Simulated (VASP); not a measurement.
# P in VASP: a series of runs, part 2 of 2

VASP 6.6.1. Earlier steps stand in the parts before.

## Step 4: Single point, PBEsol

Contents of INCAR:

```
PREC = Accurate
ENCUT = 520
EDIFF = 1E-7
ISMEAR = 0
SIGMA = 0.02
LREAL = False
LASPH = True
NELM = 100
ALGO = Normal
ISIF = 2
LWAVE = False
LCHARG = False
GGA = PS
NBANDS = 18
```

Contents of KPOINTS:

```
regular mesh
0
Gamma
  8 1 6
```

Contents of POSCAR:

```
P
1.0
    3.2843671044      0.0000000000      0.0000000000
    0.0000000000     34.8747480518      0.0000000000
    0.0000000000      0.0000000000      4.4369101252
P
4
Direct
    0.0000000000      0.9696876245      0.5826201311
    0.0000000000      0.0303123755      0.4173798689
    0.5000000000      0.0303123755      0.0826201311
    0.5000000000      0.9696876245      0.9173798689
```

Potentials or basis: VASP PAW PBE potentials, release 64 (P).

Run with:

```bash
$ cat potpaw_PBE.64/P/POTCAR > POTCAR
$ mpirun -np 1 vasp_std > vasp.out
```

OUTCAR:

```text
PREC = Accurate
   ENCUT = 520
   EDIFF = 1E-7
   ISMEAR = 0
   LREAL = False
   LASPH = True
   NELM = 100
   ISIF = 2
   GGA = PS

 ion  position               nearest neighbor table
   1  0.000  0.970  0.583-   4 2.21   4 2.21   2 2.24
   2  0.000  0.030  0.417-   3 2.21   3 2.21   1 2.24
   3  0.500  0.030  0.083-   2 2.21   2 2.21   4 2.24
   4  0.500  0.970  0.917-   1 2.21   1 2.21   3 2.24

  LATTYP: Found a simple orthorhombic cell.
 ALAT       =     3.2843671044
 B/A-ratio  =     1.3509178433
 C/A-ratio  =    10.6184074262

  Lattice vectors:

 A1 = (  -3.2843671044,   0.0000000000,   0.0000000000)
 A2 = (   0.0000000000,   0.0000000000,   4.4369101252)
 A3 = (   0.0000000000,  34.8747480518,   0.0000000000)

Analysis of symmetry for initial positions (statically):
=====================================================================
 Subroutine PRICEL returns:
 Original cell was already a primitive cell.

 Routine SETGRP: Setting up the symmetry group for a
 simple orthorhombic supercell.

 Subroutine GETGRP returns: Found  8 space group operations
 (whereof  4 operations were pure point group operations)
 out of a pool of  8 trial point group operations.

The static configuration has the point symmetry C_2h.
 The point group associated with its full space group is D_2h.

Analysis of symmetry for dynamics (positions and initial velocities):
=====================================================================
 Subroutine PRICEL returns:
 Original cell was already a primitive cell.

 Routine SETGRP: Setting up the symmetry group for a
 simple orthorhombic supercell.

 Subroutine GETGRP returns: Found  8 space group operations
 (whereof  4 operations were pure point group operations)
 out of a pool of  8 trial point group operations.

The dynamic configuration has the point symmetry C_2h.
 The point group associated with its full space group is D_2h.

 Subroutine INISYM returns: Found  8 space group operations
[... 116 lines left out ...]
     AMIX_MAG =   1.60;   BMIX_MAG =  1.00
  volume/ion in A,a.u.               =     127.05       857.39
  Fermi-wavevector in a.u.,A,eV,Ry     =   0.556848  1.052291  4.218897  0.310080
  Thomas-Fermi vector in A             =   1.591191
   LORBIT       =      0    0 simple, 1 ext, 2 COOP (PROOUT), +10 PAW based schemes
   GGA     = PS    functional components
   LHFCALC =     F    Hartree Fock is set to
   AEXX    =    0.0000 exact exchange contribution
   IVDW    =     0    specifies the selected vdW correction
   LEPSILON=     F    determine dielectric tensor
   LRPA    =     F    only Hartree local field effects (RPA)
 non-spin polarized calculation
 Gauss-broadening in eV      SIGMA  =   0.02
  energy-cutoff  :      520.00
  volume of cell :      508.21
 maximum number of plane-waves:     13734
   NGX = 13   NGY =129   NGZ = 17

 number of electron      19.9999999 magnetization

 Free energy of the ion-electron system (eV)
  ---------------------------------------------------
  ext. energy  EPLUGINS =         0.00000000
  ---------------------------------------------------
  free energy    TOTEN  =       -22.84062324 eV

  energy without entropy =      -22.84062324  energy(sigma->0) =      -22.84062324

 E-fermi :  -3.1454     XC(G=0):  -1.7985

 val. band max:       -3.2952961226   @ k =   0.0000   0.0000   0.0000
 cond. band min:      -2.5779498729   @ k =   0.0000   0.0000   0.0000
 fundamental gap:      0.7173462497
 Fermi energy:        -3.1453801638

 k-point     1 :       0.0000    0.0000    0.0000
  band No.  band energies     occupation
      1     -18.5214      2.00000
      2     -15.8687      2.00000
      3     -12.3455      2.00000
      4      -9.1482      2.00000
      5      -8.0935      2.00000
      6      -7.8123      2.00000
[... 397 lines left out ...]
      5      -8.3613      2.00000
      6      -8.3613      2.00000
[... 10 lines left out ...]
     17       2.8599      0.00000
     18       2.8599      0.00000

------------------------ aborting loop because EDIFF is reached ----------------------------------------

  FORCE on cell =-STRESS in cart. coord.  units (eV):
  Direction    XX          YY          ZZ          XY          YZ          ZX
  --------------------------------------------------------------------------------------
  -------------------------------------------------------------------------------------
  Total       -0.0072825     -0.0953093     -0.0549911      0.0000000      0.0000000      0.0000000
  in kB       -0.0229588     -0.3004710     -0.1733643      0.0000000      0.0000000      0.0000000
  external PRESSURE =      -0.1655980 kB  Pullay stress =       0.0000000 kB

 VOLUME and BASIS-vectors are now :
 -----------------------------------------------------------------------------
  energy-cutoff  :      520.00
  volume of cell :      508.21
      direct lattice vectors                 reciprocal lattice vectors
     3.284367104  0.000000000  0.000000000     0.304472663  0.000000000  0.000000000
     0.000000000 34.874748052  0.000000000     0.000000000  0.028674042  0.000000000
     0.000000000  0.000000000  4.436910125     0.000000000  0.000000000  0.225382073

 POSITION                                       TOTAL-FORCE (eV/Angst)
 -----------------------------------------------------------------------------------
      0.00000     33.81761      2.58503         0.000000      0.019191      0.009967
      0.00000      1.05714      1.85188         0.000000     -0.019191     -0.009967
      1.64218      1.05714      0.36658         0.000000     -0.019191      0.009967
      1.64218     33.81761      4.07033         0.000000      0.019191     -0.009967
 -----------------------------------------------------------------------------------
    total drift:                               -0.000000      0.000000      0.000000

  FREE ENERGIE OF THE ION-ELECTRON SYSTEM (eV)
  ---------------------------------------------------
  free  energy   TOTEN  =       -22.8406232436 eV

  energy  without entropy=      -22.8406232436  energy(sigma->0) =      -22.84062324
```

Wall time 5.6 min (1 thread of Intel Xeon Platinum 8259CL at 2.50GHz (Skylake/Cascade Lake), shared host); peak memory 0.55 GiB.

Results:

```
Free energy            : -22.8406 eV
Largest force          : 0.022 eV/Å
Band gap on the k mesh : 0.72 eV, direct
```

Forces in eV/Å, atoms in the order of the input:
```
P    0.000  0.019  0.010
P    0.000 -0.019 -0.010
P    0.000 -0.019  0.010
P    0.000  0.019 -0.010
```

Levels at points of the mesh, in eV from the valence-band top:
```csv
k point,band 8,band 9,band 10,band 11,band 12,band 13
"(0.00, 0.00, 0.00)",-1.91,-1.73,0.00,0.72,1.51,2.73
"(0.50, 0.00, 0.00)",-2.77,-2.07,-2.07,1.23,1.23,1.89
"(0.00, 0.00, 0.50)",-2.55,-1.06,-1.06,2.10,2.10,3.50
"(0.50, 0.00, 0.50)",-4.92,-1.31,-1.31,2.38,2.38,4.23
```

Caveat: the PAW data sets were made with another functional, which shifts forces and pressure a little.

## Step 5: Relaxation of cell and atoms, PBEsol

This run uses another cell than the first one, of 132.55 Å³/atom, 1.043 times its volume.

Contents of INCAR:

```
PREC = Accurate
ENCUT = 600
EDIFF = 1E-6
ISMEAR = 0
SIGMA = 0.02
LREAL = False
LASPH = True
NELM = 100
ALGO = Normal
ISIF = 3
LWAVE = False
LCHARG = False
GGA = PS
IBRION = 2
NSW = 100
EDIFFG = -0.005
```

Contents of KPOINTS:

```
Automatic mesh
0
Gamma
  8 1 6
```

Contents of POSCAR:

```
P
1.0
    3.2837277200      0.0000000000      0.0000000000
    0.0000000000     34.8570309900      0.0000000000
    0.0000000000      0.0000000000      4.6320847100
P
4
Direct
    0.0000000000      0.9702614300      0.5921507200
    0.0000000000      0.0297385700      0.4078492800
    0.5000000000      0.0297385700      0.0921507200
    0.5000000000      0.9702614300      0.9078492800
```

Run with:

```bash
$ cat potpaw_PBE.64/P/POTCAR > POTCAR
$ mpirun -np 1 vasp_std > vasp.out
```

It took 38 min on 1 thread of Intel Xeon Platinum 8259CL at 2.50GHz (Skylake/Cascade Lake), shared host; peak memory 0.75 GiB.

It converged, with:

```yaml
Free_energy: -22.8413 eV
Relaxed_cell: a = 3.285 Å, b = 35.192 Å, c = 4.436 Å, α = 90.00°, β = 90.00°, γ = 90.00°
Space_group_after_relaxing_to_0.05_Å: Pmna (No. 53)
Energy_gained_by_relaxing: 6.5 meV/atom
Ionic_steps: 11
Band_gap_on_the_k_mesh: 0.73 eV, direct
```

Step by step:
```csv
step,energy change (eV),largest force (eV/Å),pressure (GPa),volume (Å³)
1,0.0000,0.2544,-0.04,530.19
2,-0.0100,0.0570,-0.06,527.51
3,-0.0108,0.0446,-0.06,526.49
4,-0.0166,0.0599,0.02,520.77
5,-0.0173,0.1020,0.06,518.39
6,-0.0217,0.0718,0.04,517.02
7,-0.0259,0.0216,-0.01,513.90
8,-0.0260,0.0198,-0.02,513.60
9,-0.0260,0.0196,-0.02,513.50
10,-0.0260,0.0084,0.00,512.64
11,-0.0260,0.0007,0.00,512.90
```

Final structure:
```yaml
crystal:
  lattice:
    - [3.28541, 0.00000, 0.00000]
    - [0.00000, 35.19242, 0.00000]
    - [0.00000, 0.00000, 4.43606]
  atoms:
    - { symbol: P, position: [0.00000, 0.97000, 0.58276] }
    - { symbol: P, position: [0.00000, 0.03000, 0.41724] }
    - { symbol: P, position: [0.50000, 0.03000, 0.08276] }
    - { symbol: P, position: [0.50000, 0.97000, 0.91724] }
```

Levels at points of the mesh, in eV from the valence-band top:
| k point | band 8 | band 9 | band 10 | band 11 | band 12 | band 13 |
| --- | --- | --- | --- | --- | --- | --- |
| (0.00, 0.00, 0.00) | -1.90 | -1.74 | 0.00 | 0.73 | 1.50 | 2.72 |
| (0.50, 0.00, 0.00) | -2.77 | -2.07 | -2.07 | 1.23 | 1.23 | 1.90 |
| (0.00, 0.00, 0.50) | -2.56 | -1.06 | -1.06 | 2.09 | 2.09 | 3.62 |
| (0.50, 0.00, 0.50) | -4.92 | -1.30 | -1.30 | 2.38 | 2.38 | 4.23 |

Caveat: the PAW data sets were made with another functional, which shifts forces and pressure a little.

## Step 6: Overview

| task | cell | k mesh | cutoff (eV) | smearing | gap on the mesh (eV) | largest force (eV/Å) |
| --- | --- | --- | --- | --- | --- | --- |
| single point | a = 4.437, b = 3.284, c = 34.875 Å, 4 atoms | 6 × 8 × 1 | 520 | gaussian 0.05 eV | 0.72 | 0.02 |
| single point | a = 3.432, b = 36.444, c = 4.317 Å, 4 atoms | 8 × 1 × 6 | 520 | gaussian 0.02 eV | 0.70 | 0.31 |
| single point | a = 3.284, b = 34.875, c = 4.437 Å, 4 atoms | 8 × 1 × 6 | 520 | gaussian 0.02 eV | 0.72 | 0.02 |
| relaxation of cell and atoms | relaxed from a = 3.284, b = 34.857, c = 4.632 Å, 4 atoms | 8 × 1 × 6 | 600 | gaussian 0.02 eV | 0.73 | - |

Alike in all rows: level PBEsol; potentials or basis VASP PAW PBE potentials, release 64 (P); no spin polarisation.

Caveats: the PAW data sets were made with another functional, which shifts forces and pressure a little.

Total energies depend on the potentials used, so only differences within one code and one set of settings carry meaning.
